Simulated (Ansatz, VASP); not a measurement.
# La in VASP and in Ansatz

```
La
1.0
     0.00000    2.97172    2.97172
     2.97172    0.00000    2.97172
     2.97172    2.97172    0.00000
La
2
Direct
  0.87500 0.87500 0.87500
  0.12500 0.12500 0.12500
```

Change from the starting cell: volume scaled by 0.76, LAPW.

Alike in both runs: task single point; functional LDA; k mesh 11 × 11 × 11; occupations fermi-dirac, width 0.05 eV; no spin polarisation.

|  | VASP | Ansatz |
| --- | --- | --- |
| version | VASP 6.6.1 | Ansatz 0.2.0 |
| potentials or method | VASP PAW LDA potentials, release 64 (La), cutoff 520 eV | all-electron LAPW, scalar-relativistic |

|  | VASP | Ansatz | Ansatz less VASP |
| --- | --- | --- | --- |
| pressure (GPa) | 33.3 | 33.3 | +0.03 |

LDA's correlation is that of Perdew and Zunger in VASP and of Perdew and Wang (1992) in Ansatz. Both programs put the cell under a high pressure, so it lies far from rest at this level. Ansatz ran all-electron here, and VASP with PAW potentials.

Spin-orbit coupling is off throughout.
